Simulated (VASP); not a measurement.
A run of VASP 6.6.1:

Contents of INCAR:

```
  PREC = Accurate
  ENCUT = 600
  EDIFF = 1E-7
  ISMEAR = -1
  SIGMA = 0.15
  LREAL = False
  LASPH = True
  NELM = 100
  ALGO = Fast
  ISIF = 4
  LWAVE = False
  LCHARG = False
  GGA = PE
  IBRION = 2
  NSW = 80
  EDIFFG = -0.001
```

The input KPOINTS:

```
regular mesh
0
Gamma
  18 18 10
```

POSCAR

```
Au
1.0
    2.9351807005      0.0000000000      0.0000000000
   -1.4675903502      2.5419410513      0.0000000000
    0.0000000000      0.0000000000      4.9237885872
Au
2
Direct
    0.3333333333      0.6666666667      0.7500000000
    0.6666666667      0.3333333333      0.2500000000
```

Potentials or basis: VASP PAW PBE potentials, release 64 (Au).

Command:

```console
$ cat potpaw_PBE.64/Au/POTCAR > POTCAR
$ mpirun -np 1 vasp_std > vasp.out
```

Hardware: 1 thread of Intel(R) Xeon(R) Platinum 8259CL CPU @ 2.50GHz (Skylake/Cascade Lake), on a shared host.

Question: How long does it take, and how much memory?

Answer: Wall time 2.9 min on 1 thread of Intel(R) Xeon(R) Platinum 8259CL CPU @ 2.50GHz (Skylake/Cascade Lake), on a shared host, peak memory 0.26 GiB. Counts: scf iterations 28, k points 222, ion steps 4.
